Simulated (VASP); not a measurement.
# BaTe (I4mm) in VASP: further runs

BaTe is run at these levels: PBE; tasks: single point.

Program: VASP 6.6.1. These are calculated values, not measurements. Logs are shortened: lines on timing, memory, paths and dates and some standing lists are left out, and cuts for length are marked.

## 1. The cell of the first run

Symmetry: I4mm, No. 107, tetragonal system. The conventional cell has a = 4.822 Å, b = 4.822 Å, c = 6.820 Å, α = 90.00°, β = 90.00°, γ = 90.00°. Within 4.4 Å of Ba (site symmetry 4mm) lie 6 Te at 3.31 to 3.51 Å. Te (site symmetry 4mm) has 6 Ba at 3.31 to 3.51 Å within 4.4 Å.

## 2. Single point, PBE

Contents of INCAR:

```
ALGO = Normal
EDIFF = 1E-7
ENCUT = 520
GGA = PE
ISIF = 2
ISMEAR = 0
LASPH = T
LCHARG = F
LREAL = F
LWAVE = F
NBANDS = 15
NELM = 100
PREC = Accurate
SIGMA = 0.05
```

Contents of KPOINTS:

```
k-points
0
Gamma
  8 8 8
```

Contents of POSCAR:

```
BaTe
1.0
    0.0000000000      3.4100000000      3.4100000000
    3.4100000000      0.0000000000      3.4100000000
    3.4100000000      3.4100000000      0.0000000000
Ba Te
1 1
Direct
    0.0000000000      0.0000000000      0.0000000000
    0.5146627566      0.5146627566      0.4853372434
```

Potentials or basis: VASP PAW PBE potentials, release 64 (Ba_sv, Te).

Command:

```
cat potpaw_PBE.64/Ba_sv/POTCAR potpaw_PBE.64/Te/POTCAR > POTCAR
mpirun -np 1 vasp_std > vasp.out
```

OUTCAR:

```text
EDIFF = 1E-7
   ENCUT = 520
   GGA = PE
   ISIF = 2
   ISMEAR = 0
   LASPH = T
   LREAL = F
   NELM = 100
   PREC = Accurate

 ion  position               nearest neighbor table
   1  0.000  0.000  0.000-   2 3.31   2 3.41   2 3.41   2 3.41   2 3.41   2 3.51
   2  0.515  0.515  0.485-   1 3.31   1 3.41   1 3.41   1 3.41   1 3.41   1 3.51

  LATTYP: Found a face centered cubic cell.
 ALAT       =     6.8200000000

  Lattice vectors:

 A1 = (   0.0000000000,   3.4100000000,   3.4100000000)
 A2 = (   3.4100000000,   0.0000000000,   3.4100000000)
 A3 = (   3.4100000000,   3.4100000000,   0.0000000000)

Analysis of symmetry for initial positions (statically):
=====================================================================
 Subroutine PRICEL returns:
 Original cell was already a primitive cell.

 Routine SETGRP: Setting up the symmetry group for a
 face centered cubic supercell.

 Subroutine GETGRP returns: Found  8 space group operations
 (whereof  8 operations were pure point group operations)
 out of a pool of 48 trial point group operations.

The static configuration has the point symmetry C_4v.

Analysis of symmetry for dynamics (positions and initial velocities):
=====================================================================
 Subroutine PRICEL returns:
 Original cell was already a primitive cell.

 Routine SETGRP: Setting up the symmetry group for a
 face centered cubic supercell.

 Subroutine GETGRP returns: Found  8 space group operations
 (whereof  8 operations were pure point group operations)
 out of a pool of 48 trial point group operations.

The dynamic configuration has the point symmetry C_4v.

 Subroutine INISYM returns: Found  8 space group operations
 (whereof  8 operations are pure point group operations),
 and found     1 'primitive' translations

----------------------------------------------------------------------------------------

                                     Primitive cell

  volume of cell :      79.3036

  direct lattice vectors                    reciprocal lattice vectors
     0.000000000  3.410000000  3.410000000    -0.146627566  0.146627566  0.146627566
     3.410000000  0.000000000  3.410000000     0.146627566 -0.146627566  0.146627566
     3.410000000  3.410000000  0.000000000     0.146627566  0.146627566 -0.146627566

  length of vectors
     4.822468248  4.822468248  4.822468248     0.253966394  0.253966394  0.253966394

  position of ions in fractional coordinates (direct lattice)
     0.000000000  0.000000000  0.000000000
[... 83 lines left out ...]
   NFREE  =      0    steps in history (QN), initial steepest desc. (CG)
   ISIF   =      2    stress and relaxation
   ISYM   =      2    0-nonsym 1-usesym 2-fastsym
   POTIM  = 0.5000    time-step for ionic-motion
   TEBEG  =    0.0;   TEEND  =   0.0 temperature during run
   PSTRESS=    0.0 pullay stress
   NELECT =      16.0000    total number of electrons
   NUPDOWN=      -1.0000    fix difference up-down
   EMIN   =  10.00;   EMAX   =-10.00  energy-range for DOS
   EFERMI =   0.00;   METHOD = LEGACY
   ISMEAR =     0;   SIGMA  =   0.05  broadening in eV -4-tet -1-fermi 0-gaus
   EFERMI_NEDOS =   21; number of points for ismear=-14 and -15
   IALGO  =     38    algorithm
   IMIX   =      4    mixing-type and parameters
     AMIX     =   0.40;   BMIX     =  1.00
     AMIX_MAG =   1.60;   BMIX_MAG =  1.00
  volume/ion in A,a.u.               =      39.65       267.58
  Fermi-wavevector in a.u.,A,eV,Ry     =   0.960175  1.814468 12.543704  0.921936
  Thomas-Fermi vector in A             =   2.089436
   LORBIT       =      0    0 simple, 1 ext, 2 COOP (PROOUT), +10 PAW based schemes
   GGA     = PE    functional components
   LHFCALC =     F    Hartree Fock is set to
   AEXX    =    0.0000 exact exchange contribution
   IVDW    =     0    specifies the selected vdW correction
   LEPSILON=     F    determine dielectric tensor
   LRPA    =     F    only Hartree local field effects (RPA)
 non-spin polarized calculation
 Gauss-broadening in eV      SIGMA  =   0.05
  energy-cutoff  :      520.00
  volume of cell :       79.30
 maximum number of plane-waves:      2150
   NGX = 17   NGY = 17   NGZ = 17

 number of electron      16.0000000 magnetization

 Free energy of the ion-electron system (eV)
  ---------------------------------------------------
  ext. energy  EPLUGINS =         0.00000000
  ---------------------------------------------------
  free energy    TOTEN  =        -8.49728555 eV

  energy without entropy =       -8.49728555  energy(sigma->0) =       -8.49728555

 E-fermi :   3.0090     XC(G=0):  -8.5630

 val. band max:        2.7783042544   @ k =   0.0000   0.0000   0.0000
 cond. band min:       4.1249000281   @ k =   0.5000   0.5000   0.0000
 fundamental gap:      1.3465957737
 Fermi energy:         3.0090331031

 k-point     1 :       0.0000    0.0000    0.0000
  band No.  band energies     occupation
      1     -24.0319      2.00000
      2      -9.2133      2.00000
      3      -9.2047      2.00000
      4      -9.2047      2.00000
      5      -6.9290      2.00000
      6       2.7755      2.00000
      7       2.7755      2.00000
      8       2.7783      2.00000
      9       5.6622      0.00000
     10       5.6820      0.00000
     11       5.6820      0.00000
     12       6.0196      0.00000
     13       6.3648      0.00000
     14       6.4013      0.00000
[... 401 lines left out ...]
      2      -9.6277      2.00000
      3      -9.3275      2.00000
      4      -9.2702      2.00000
      5      -6.3073      2.00000
      6       1.0643      2.00000
      7       1.7010      2.00000
      8       1.9119      2.00000
      9       5.4042      0.00000
     10       7.9354      0.00000
     11       8.2009      0.00000
     12       8.5028      0.00000
     13       8.5143      0.00000
     14       9.5188      0.00000
     15      10.6010      0.00000

 [... further k-points ...]
[... 5 lines left out ...]
  --------------------------------------------------------------------------------------
  -------------------------------------------------------------------------------------
  Total        2.0698210      2.0698210      2.2980765      0.0000000      0.0000000      0.0000000
  in kB       41.8167461     41.8167461     46.4282087      0.0000000      0.0000000      0.0000000
  external PRESSURE =      43.3539003 kB  Pullay stress =       0.0000000 kB

 VOLUME and BASIS-vectors are now :
 -----------------------------------------------------------------------------
  energy-cutoff  :      520.00
  volume of cell :       79.30
      direct lattice vectors                 reciprocal lattice vectors
     0.000000000  3.410000000  3.410000000    -0.146627566  0.146627566  0.146627566
     3.410000000  0.000000000  3.410000000     0.146627566 -0.146627566  0.146627566
     3.410000000  3.410000000  0.000000000     0.146627566  0.146627566 -0.146627566

 POSITION                                       TOTAL-FORCE (eV/Angst)
 -----------------------------------------------------------------------------------
      0.00000      0.00000      0.00000         0.000000      0.000000      0.315577
      3.41000      3.41000      3.51000         0.000000      0.000000     -0.315577
 -----------------------------------------------------------------------------------
    total drift:                               -0.000000     -0.000000      0.000053

  FREE ENERGIE OF THE ION-ELECTRON SYSTEM (eV)
  ---------------------------------------------------
  free  energy   TOTEN  =        -8.4972855463 eV

  energy  without entropy=       -8.4972855463  energy(sigma->0) =       -8.49728555
```

OSZICAR:

```text
N       E                     dE             d eps       ncg     rms          rms(c)
DAV:   1     0.839312015943E+02    0.83931E+02   -0.62909E+03  1770   0.893E+02
DAV:   2    -0.355070345522E+01   -0.87482E+02   -0.79857E+02  2419   0.159E+02
DAV:   3    -0.847168187953E+01   -0.49210E+01   -0.48899E+01  2422   0.400E+01
DAV:   4    -0.858354712114E+01   -0.11187E+00   -0.11184E+00  2271   0.618E+00
DAV:   5    -0.858664082923E+01   -0.30937E-02   -0.30937E-02  2465   0.815E-01    0.420E+00
DAV:   6    -0.849140230734E+01    0.95239E-01   -0.10641E-01  2064   0.170E+00    0.276E+00
DAV:   7    -0.849252986817E+01   -0.11276E-02   -0.99668E-02  2260   0.184E+00    0.798E-01
DAV:   8    -0.849668546119E+01   -0.41556E-02   -0.11730E-02  1973   0.725E-01    0.210E-01
DAV:   9    -0.849706435094E+01   -0.37889E-03   -0.50735E-04  2407   0.164E-01    0.625E-02
DAV:  10    -0.849726094318E+01   -0.19659E-03   -0.17666E-04  2057   0.918E-02    0.174E-02
DAV:  11    -0.849728650589E+01   -0.25563E-04   -0.45961E-05  2330   0.401E-02    0.188E-02
DAV:  12    -0.849728525261E+01    0.12533E-05   -0.63913E-06  2176   0.162E-02    0.687E-03
DAV:  13    -0.849728547524E+01   -0.22264E-06   -0.34933E-07  2246   0.390E-03    0.933E-04
DAV:  14    -0.849728554627E+01   -0.71026E-07   -0.25422E-08  1690   0.106E-03
   1 F= -.84972855E+01 E0= -.84972855E+01  d E =-.683275E-13
```

Run time: 45 s. Hardware: 1 thread of Intel Xeon Platinum 8375C at 2.90GHz (Ice Lake), shared host; peak memory 0.25 GiB.

What came out:

```yaml
Free_energy: -8.4973 eV
Pressure: 4.3 GPa
Largest_force: 0.316 eV/Å
Band_gap_on_the_k_mesh: 1.35 eV, indirect (least direct gap 1.71 eV)
```

Forces in eV/Å, atoms in the order of the input:
```
Ba   0.000  0.000  0.316
Te   0.000  0.000 -0.316
```

Levels at points of the mesh, in eV from the valence-band top:
```csv
k point,band 5,band 6,band 7,band 8,band 9,band 10,band 11,band 12
"(0.00, 0.00, 0.00)",-9.71,0.00,0.00,0.00,2.88,2.90,2.90,3.24
"(0.50, 0.00, 0.00)",-8.72,-2.45,-1.28,-1.28,4.29,4.95,5.06,5.06
"(0.50, 0.50, 0.00)",-9.47,-1.12,-0.36,-0.36,1.35,4.57,5.02,5.91
"(0.00, 0.50, 0.50)",-9.48,-1.13,-0.40,-0.36,1.39,4.58,5.01,5.98
```

Caveat: the cell differs from its parent crystal (all Te atoms moved -0.100 Å, as atom 2 towards its neighbour atom 1 (Ba) at 3.410 Å); spin-orbit coupling is left out, which moves the levels of the heavy elements.

## 3. Single point, PBE

Contents of INCAR:

```
  PREC = Accurate
  ENCUT = 520
  EDIFF = 1E-6
  ISMEAR = 0
  SIGMA = 0.05
  LREAL = False
  LASPH = True
  NELM = 80
  ALGO = Normal
  ISIF = 2
  LWAVE = False
  LCHARG = False
  GGA = PE
  NBANDS = 15
```

Contents of KPOINTS:

```
Automatic mesh
0
Gamma
  8 8 8
```

Changes to POSCAR since step 2:

```diff
@@ -9,2 +9,2 @@
     0.0000000000      0.0000000000      0.0000000000
-    0.5146627566      0.5146627566      0.4853372434
+    0.4816715543      0.4816715543      0.5183284457
```

Potentials or basis: VASP PAW PBE potentials, release 64 (Ba_sv, Te).

Command:

```
cat potpaw_PBE.64/Ba_sv/POTCAR potpaw_PBE.64/Te/POTCAR > POTCAR
mpirun -np 1 vasp_std > vasp.out
```

Wall time 42 s (1 thread of Intel Xeon Platinum 8375C at 2.90GHz (Ice Lake), shared host); peak memory 0.25 GiB.

It converged, with:

* Free energy: -8.4883 eV
* Pressure: 4.4 GPa
* Largest force: 0.401 eV/Å
* Band gap on the k mesh: 1.36 eV, indirect (least direct gap 1.71 eV)

Forces on the atoms (eV/Å):
```
Ba   0.000  0.000 -0.401
Te   0.000  0.000  0.401
```

Stress tensor (GPa, compression positive):
```
4.15 0.00 0.00
0.00 4.15 0.00
0.00 0.00 4.87
```

Levels at points of the mesh, in eV from the valence-band top:
| k point | band 4 | band 5 | band 6 | band 7 | band 8 | band 9 | band 10 | band 11 | band 12 | band 13 |
| --- | --- | --- | --- | --- | --- | --- | --- | --- | --- | --- |
| (0.00, 0.00, 0.00) | -11.97 | -9.70 | 0.00 | 0.00 | 0.00 | 2.90 | 2.93 | 2.93 | 3.25 | 3.60 |
| (0.50, 0.00, 0.00) | -11.99 | -8.71 | -2.43 | -1.27 | -1.26 | 4.29 | 4.96 | 5.07 | 5.07 | 7.07 |
| (0.50, 0.50, 0.00) | -12.09 | -9.46 | -1.11 | -0.35 | -0.35 | 1.36 | 4.59 | 5.03 | 5.88 | 6.02 |
| (0.00, 0.50, 0.50) | -12.09 | -9.46 | -1.13 | -0.41 | -0.35 | 1.42 | 4.59 | 5.01 | 5.99 | 6.02 |

Caveat: the cell differs from its parent crystal (all Te atoms moved +0.125 Å, as atom 2 towards its neighbour atom 1 (Ba) at 3.410 Å); spin-orbit coupling is left out, which moves the levels of the heavy elements. A k mesh can miss the band edges.

## 4. Single point, PBE

Contents of INCAR:

```
PREC = Accurate
ENCUT = 520
EDIFF = 1E-7
ISMEAR = 0
SIGMA = 0.05
LREAL = False
LASPH = True
NELM = 80
ALGO = Normal
ISIF = 2
LWAVE = False
LCHARG = False
GGA = PE
NBANDS = 15
```

KPOINTS is that of step 3.

Changes to POSCAR since step 3:

```diff
@@ -9,2 +9,2 @@
     0.0000000000      0.0000000000      0.0000000000
-    0.4816715543      0.4816715543      0.5183284457
+    0.4890029326      0.4890029326      0.5109970674
```

Command:

```
cat potpaw_PBE.64/Ba_sv/POTCAR potpaw_PBE.64/Te/POTCAR > POTCAR
mpirun -np 1 vasp_std > vasp.out
```

It took 44 s on 1 thread of Intel Xeon Platinum 8375C at 2.90GHz (Ice Lake), shared host; peak memory 0.25 GiB.

It converged, with:

```
Free energy            : -8.5041 eV
Pressure               : 4.3 GPa
Largest force          : 0.234 eV/Å
Band gap on the k mesh : 1.34 eV, indirect (least direct gap 1.71 eV)
```

Forces on the atoms (eV/Å):
```
Ba   0.000  0.000 -0.234
Te   0.000  0.000  0.234
```

Stress tensor (GPa, compression positive):
```
4.21 0.00 0.00
0.00 4.21 0.00
0.00 0.00 4.47
```

Levels at points of the mesh, in eV from the valence-band top:
| k point | band 4 | band 5 | band 6 | band 7 | band 8 | band 9 | band 10 | band 11 | band 12 | band 13 |
| --- | --- | --- | --- | --- | --- | --- | --- | --- | --- | --- |
| (0.00, 0.00, 0.00) | -11.99 | -9.72 | 0.00 | 0.00 | 0.00 | 2.87 | 2.89 | 2.89 | 3.24 | 3.58 |
| (0.50, 0.00, 0.00) | -12.01 | -8.73 | -2.45 | -1.29 | -1.29 | 4.29 | 4.95 | 5.05 | 5.05 | 7.11 |
| (0.50, 0.50, 0.00) | -12.11 | -9.48 | -1.13 | -0.37 | -0.37 | 1.34 | 4.56 | 5.01 | 5.93 | 6.01 |
| (0.00, 0.50, 0.50) | -12.11 | -9.49 | -1.14 | -0.39 | -0.37 | 1.36 | 4.57 | 5.00 | 5.97 | 6.01 |

Caveat: the cell differs from its parent crystal (all Te atoms moved +0.075 Å, as atom 2 towards its neighbour atom 1 (Ba) at 3.410 Å); spin-orbit coupling is left out, which moves the levels of the heavy elements. A k mesh can miss the band edges.
